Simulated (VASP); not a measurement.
Here is a VASP 6.6.1 calculation.

Contents of INCAR:

```
  ALGO = Normal
  EDIFF = 1E-6
  EDIFFG = -0.04
  ENCUT = 600
  GGA = PE
  IBRION = 2
  ISIF = 3
  ISMEAR = 0
  ISPIN = 2
  LASPH = True
  LCHARG = False
  LMAXMIX = 4
  LORBIT = 11
  LREAL = False
  LWAVE = False
  MAGMOM = 4 4 4 4 0 0 0 0
  NELM = 150
  NSW = 90
  PREC = Accurate
  SIGMA = 0.1
```

KPOINTS

```
k-points
0
Gamma
  4 4 4
```

The input POSCAR:

```
MnSi
1.0
    4.5561299300      0.0000000000      0.0000000000
    0.0000000000      4.5561299300      0.0000000000
    0.0000000000      0.0000000000      4.5561299300
Mn Si
4 4
Direct
    0.1383000000      0.1383000000      0.1383000000
    0.3617000000      0.8617000000      0.6383000000
    0.6383000000      0.3617000000      0.8617000000
    0.8617000000      0.6383000000      0.3617000000
    0.8460999700      0.8460999700      0.8460999700
    0.6539000300      0.1539000300      0.3460999700
    0.3460999700      0.6539000300      0.1539000300
    0.1539000300      0.3460999700      0.6539000300
```

Potentials or basis: VASP PAW PBE potentials, release 64 (Mn_pv, Si).

Command:

```sh
$ cat potpaw_PBE.64/Mn_pv/POTCAR potpaw_PBE.64/Si/POTCAR > POTCAR
$ mpirun -np 1 vasp_std > vasp.out
```

Problem. Estimate the space group after relaxing (to 0.05 Å).

Solution. P2_13 (No. 198).

Problem. Predict the band gap on the k mesh.

Solution. Zero (filled and empty bands overlap).

Problem. Predict the relaxed volume.

Solution. 11.51 Å³/atom.

Problem. Estimate the relaxed cell.

Solution. a = 4.516 Å, b = 4.516 Å, c = 4.516 Å, α = 90.00°, β = 90.00°, γ = 90.00°.

Step by step:
```csv
step,energy change (eV),largest force (eV/Å),pressure (GPa),volume (Å³)
1,0.0000,0.2835,-5.51,94.58
2,0.0224,0.1395,7.85,89.12
3,-0.0488,0.1061,0.18,92.05
4,-0.0488,0.1019,0.27,92.00
5,-0.0505,0.0320,0.12,92.10
```

Caveat: the moment fell far below its start of 4 μB, so a state of higher moment may lie lower in energy.
